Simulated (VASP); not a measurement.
Write the native input for VASP 6.6.1 that does the following.

```
Task                   : relaxation of cell and atoms
Functional             : PBE
Potentials or basis    : VASP PAW PBE potentials, release 64 (Si, Ni)
Cutoff                 : 600 eV
k mesh                 : 14 × 14 × 14
Occupations            : gaussian, width 0.1 eV
Spin                   : no spin polarisation
Target pressure        : 25 GPa
Dipole correction      : no
Further INCAR settings : ALGO = Normal; EDIFF = 1e-07; IBRION = 2; EDIFFG = -0.008; NSW = 70; ISIF = 3
```

The structure of Si2Ni lies in POSCAR:

```
Si2Ni
1.0
    0.0000000000      2.6042065376      2.6042065376
    2.6042065376      0.0000000000      2.6042065376
    2.6042065376      2.6042065376      0.0000000000
Si Ni
2 1
Direct
    0.2500000000      0.2500000000      0.2500000000
    0.7500000000      0.7500000000      0.7500000000
    0.0000000000      0.0000000000      0.0000000000
```

These files were run (other wordings do the same):

INCAR

```
PREC = Accurate ; ENCUT = 600
EDIFF = 1E-7 ; ISMEAR = 0
SIGMA = 0.1 ; LREAL = False
LASPH = True ; NELM = 80
ALGO = Normal ; ISIF = 3
LWAVE = False ; LCHARG = False
GGA = PE ; IBRION = 2
NSW = 70 ; EDIFFG = -0.008
PSTRESS = 250.0
```

KPOINTS

```
Automatic mesh
0
Gamma
  14 14 14
```

Potentials or basis: VASP PAW PBE potentials, release 64 (Si, Ni).

Launch:

```console
$ cat potpaw_PBE.64/Si/POTCAR potpaw_PBE.64/Ni/POTCAR > POTCAR
$ mpirun -np 1 vasp_std > vasp.out
```

Results of the run:

The relaxed volume is 11.82 Å³/atom. The relaxed cell is a = 3.688 Å, b = 3.688 Å, c = 3.688 Å, α = 60.00°, β = 60.00°, γ = 60.00°. The space group after relaxing (to 0.1 Å) is Fm-3m (No. 225) and the energy change on relaxing (the run minimises the enthalpy) is -7.6 meV/atom. The ionic steps are 3, the pressure after relaxing is 25.0 GPa and the band gap on the k mesh is zero (bands 9 and 10 overlap by 2.11 eV).

Caveat: the cell is relaxed towards a set pressure, so the run minimises the enthalpy, not the energy.

Wall time 2.3 min on 1 thread of Intel(R) Xeon(R) Platinum 8488C (Sapphire Rapids) (shared host), peak memory 0.21 GiB.
